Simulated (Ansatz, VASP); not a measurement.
## One calculation of Ag, two programs

Contents of POSCAR:

```
Ag
1.0
    4.6128030444      0.0000000000      0.0000000000
   -2.3064015222      3.9948046191      0.0000000000
    0.0000000000      0.0000000000      2.7601594312
Ag
3
Direct
    0.0000000000      1.0000000000      0.0000000000
    0.3333333333      0.6666666667      0.5000000000
    0.6666666667      0.3333333333      0.5000000000
```

File INCAR.step1:

```
PREC = Accurate
ENCUT = 520
ISMEAR = -1
SIGMA = 0.1
LREAL = F
LASPH = T
NELM = 80
NBANDS = 24
GGA = PE
ALGO = Normal
EDIFF = 1E-4
LWAVE = T
LCHARG = F
```

Contents of INCAR.step2:

```
PREC = Accurate
ENCUT = 520
EDIFF = 1E-6
ISMEAR = -1
SIGMA = 0.1
LREAL = F
LASPH = T
NELM = 80
ALGO = Normal
ISIF = 2
LWAVE = F
LCHARG = T
METAGGA = R2SCAN
LMIXTAU = T
LELF = T
LVHAR = T
NBANDS = 24
ISTART = 1
```

File KPOINTS:

```
Automatic mesh
0
Gamma
  9 9 13
```

Input for Ansatz:

```yaml
crystal:
  lattice:
    - [4.6128030444, 0.0, 0.0]
    - [-2.3064015222, 3.9948046191, 0.0]
    - [0.0, 0.0, 2.7601594312]
  atoms:
    - { symbol: Ag, position: [0.0, 1.0, 0.0] }
    - { symbol: Ag, position: [0.3333333333, 0.6666666667, 0.5] }
    - { symbol: Ag, position: [0.6666666667, 0.3333333333, 0.5] }
hamiltonian:
  xc: r2scan
  pseudopotentials:
    kind: paw
    azcp:
      Ag: "pseudopotentials/Ag.paw.azcp"
basis:
  ecutwfc: 500
  fft_grid_basis: typed
kpoints:
  mp_grid: { grid: [9, 9, 13], shift: [0, 0, 0] }
magnetization:
  spin_polarized: false
scf:
  occupations: { method: fermi_dirac, width: 0.1 }
  lower_state_search: "off"
output:
  stress: true
```

Alike in both runs: task single point; functional r2SCAN; k mesh 9 × 9 × 13; occupations fermi-dirac, width 0.1 eV; no spin polarisation.

|  | VASP | Ansatz |
| --- | --- | --- |
| version | VASP 6.6.1 | Ansatz 0.2.0 |
| potentials or method | VASP PAW PBE potentials, release 64 (Ag), cutoff 520 eV | plane waves (500 eV) with PAW, scalar-relativistic |
| valence electrons in the cell | 33 | 57 |

|  | VASP | Ansatz | Ansatz less VASP |
| --- | --- | --- | --- |
| pressure (GPa) | 4.7 | 4.5 | -0.20 |
| traceless stress, the component that is largest in VASP (GPa) | -0.21 | -0.23 | -0.020 |

VASP's potentials were made for PBE, not for r2SCAN. The functional is the same, so the differences come from potentials, cutoffs and numerics. VASP's potentials hold 33 valence electrons a cell and Ansatz's 57, so a difference there can come from the potentials and not from the codes.
